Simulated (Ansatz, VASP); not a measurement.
LiF in VASP and in Ansatz

File INCAR:

```
SYSTEM = LiF
PREC     = Accurate       ! precision mode
ENCUT    = 750            ! plane-wave cutoff, eV
EDIFF    = 1E-6           ! SCF threshold, eV
ISMEAR   = -1             ! smearing method
SIGMA    = 0.02           ! smearing width, eV
LREAL    = .False.        ! projectors in reciprocal space
LASPH    = .True.         ! aspherical terms in the spheres
NELM     = 120            ! most SCF steps
ALGO     = Normal         ! electronic algorithm
ISIF     = 2              ! what is computed and relaxed
LWAVE    = .False.        ! write WAVECAR
LCHARG   = .False.        ! write CHGCAR
GGA      = PE             ! functional
NBANDS   = 12             ! bands
GGA_COMPAT= .False.
```

The input KPOINTS:

```
Automatic mesh
0
Gamma
  10 10 10
  0 0 0
```

File POSCAR:

```
LiF
1.0
   -0.0179035560      1.9969169007      1.9969169007
    1.9969169007     -0.0179035560      1.9969169007
    1.9969169007      1.9969169007     -0.0179035560
Li F
1 1
Direct
    0.0000000000      0.0000000000      0.0000000000
    0.5000000000      0.5000000000      0.5000000000
```

Input for Ansatz:

```yaml
crystal:
  lattice:
    - [-0.017903556, 1.9969169007, 1.9969169007]
    - [1.9969169007, -0.017903556, 1.9969169007]
    - [1.9969169007, 1.9969169007, -0.017903556]
  atoms:
    - { symbol: Li, position: [0.0, 0.0, 0.0] }
    - { symbol: F, position: [0.5, 0.5, 0.5] }
kpoints:
  mp_grid: { grid: [10, 10, 10] }
  band_path:
    path:
      - [0.0, 0.0, 0.0]
      - [0.5, 0.0, 0.5]
      - [0.625, 0.25, 0.625]
      - [0.375, 0.375, 0.75]
      - [0.5, 0.5, 0.5]
      - [0.5, 0.25, 0.75]
      - [0.0375, 0.0375, 0.075]
    npoints: 1
hamiltonian:
  xc: pbe
scf:
  occupations: { method: fermi_dirac, width: 0.02 }
  n_extra_bands: 4
output:
  forces: true
  stress: true
  eigenvalues: true
```

Change from the starting cell: epitaxial_111 strain +1.0%.

Alike in both runs: task single point; functional PBE; k mesh 10 × 10 × 10; occupations fermi-dirac, width 0.02 eV; no spin polarisation.

```csv
,VASP,Ansatz
version,VASP 6.6.1,Ansatz 0.2.0
potentials or method,"VASP PAW PBE potentials, release 64 (Li_sv, F)","plane waves, PAW"
plane-wave cutoff (eV),750,420
valence electrons in the cell,10,10
```

Ansatz gave:

| Property | Result |
| --- | --- |
| gap on the k mesh at the Fermi level (eV) | 9.15 |
| pressure (GPa) | 3.1 |
| traceless stress, the component that is largest in VASP (GPa) | 0.56 |

Problem. Estimate VASP's values.

Solution. gap on the k mesh at the Fermi level (eV): 9.14; pressure (GPa): 2.3; traceless stress, the component that is largest in VASP (GPa): 0.56.

With one functional, cell and mesh, what is left measures potentials, basis and numerics.
